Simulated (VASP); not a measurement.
Wanted: the native input for a VASP 6.6.1 run.

```yaml
Task: single point
Functional: PBE
Potentials_or_basis: VASP PAW PBE potentials, release 64 (Be, Cd, Te)
Cutoff: 520 eV
k_mesh: 2 × 2 × 2
Occupations: gaussian, width 0.1 eV
Spin: no spin polarisation
Dipole_correction: no
Further_INCAR_settings: LREAL = Auto; ALGO = Normal; EDIFF = 1e-06; NBANDS = 56
```

The structure of Be3CdTe4 lies in POSCAR:

```
Be3CdTe4
1.0
    0.0000000000      0.0000000000     -6.8458364156
    0.0000000000     -7.1794842756      0.0000000000
   -8.3215522550      0.0000000000      0.0000000000
Be Cd Te
6 2 8
Direct
    0.5007177942      0.3373872438      0.2489185536
    0.5007177942      0.3373872438      0.7510814464
    0.0003546272      0.1796795971      0.5000000000
    0.5003546272      0.8203204029      0.0000000000
    0.0007177942      0.6626127562      0.7489185536
    0.0007177942      0.6626127562      0.2510814464
    0.9948473601      0.1628491147      0.0000000000
    0.4948473601      0.8371508853      0.5000000000
    0.5841255210      0.1566054293      0.0000000000
    0.6395240392      0.2056008454      0.5000000000
    0.1398564319      0.3485254193      0.2728114824
    0.1398564319      0.3485254193      0.7271885176
    0.6398564319      0.6514745807      0.7728114824
    0.6398564319      0.6514745807      0.2271885176
    0.0841255210      0.8433945707      0.5000000000
    0.1395240392      0.7943991546      0.0000000000
```

These files were run (other wordings do the same):

INCAR

```
SYSTEM = Be3CdTe4
ALGO = Normal
EDIFF = 1E-6
ENCUT = 520
GGA = PE
ISIF = 2
ISMEAR = 0
LASPH = .TRUE.
LCHARG = .TRUE.
LELF = .TRUE.
LREAL = Auto
LVHAR = .TRUE.
LWAVE = .FALSE.
NBANDS = 56
NELM = 100
PREC = Accurate
SIGMA = 0.1
```

KPOINTS

```
k-points
0
G
  2 2 2
  0 0 0
```

Potentials or basis: VASP PAW PBE potentials, release 64 (Be, Cd, Te).

Launch:

```sh
$ cat potpaw_PBE.64/Be/POTCAR potpaw_PBE.64/Cd/POTCAR potpaw_PBE.64/Te/POTCAR > POTCAR
$ mpirun -np 1 vasp_std > vasp.out
```

Results of the run:

| Property | Result |
| --- | --- |
| Pressure | 0.2 GPa |
| Largest force | 0.066 eV/Å |
| Band gap on the k mesh | 1.79 eV, indirect (least direct gap 1.99 eV) |

Caveat: the k points lie up to 0.46 Å⁻¹ apart; spin-orbit coupling is left out, which moves the levels of the heavy elements.

It took 2.7 min on 1 thread of Intel(R) Xeon(R) 6975P-C (Granite Rapids), on a shared host, peak memory 0.48 GiB.
